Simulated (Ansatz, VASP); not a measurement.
SrCl2 in VASP and in Ansatz

```
Sr Cl
1.0
     2.08574    1.20420    6.13505
    -2.08574    1.20420    6.13505
     0.00000   -2.40841    6.13505
Sr Cl
1 2
Direct
  0.00020 0.00020 0.00020
  0.42277 0.42277 0.42277
  0.24369 0.24369 0.24369
```

Alike in both runs: task single point; functional r2SCAN; k mesh 3 × 3 × 3; no spin polarisation.

|  | VASP | Ansatz |
| --- | --- | --- |
| version | VASP 6.6.1 | Ansatz 0.2.0 |
| potentials or method | VASP PAW PBE potentials, release 64 (Sr_sv, Cl) | plane waves |
| plane-wave cutoff (eV) | 520 | 500 |
| occupations | gaussian, width 0.01 eV | fixed |
| valence electrons in the cell | 24 | 24 |

```tsv
	VASP	Ansatz	Ansatz less VASP
gap on the k mesh at the Fermi level (eV)	4.88	4.86	-0.015
pressure (GPa)	0.7	0.6	-0.05
traceless stress, the component that is largest in VASP (GPa)	-0.09	-0.08	+0.013
rms of the force components (eV/Å)	0.001	0.008	+0.0069
```

VASP's potentials were made for PBE, not for r2SCAN. Atom by atom the forces differ by 0.009 eV/Å (rms over components).

The k mesh is coarse, so the values compare programs but aren't converged.
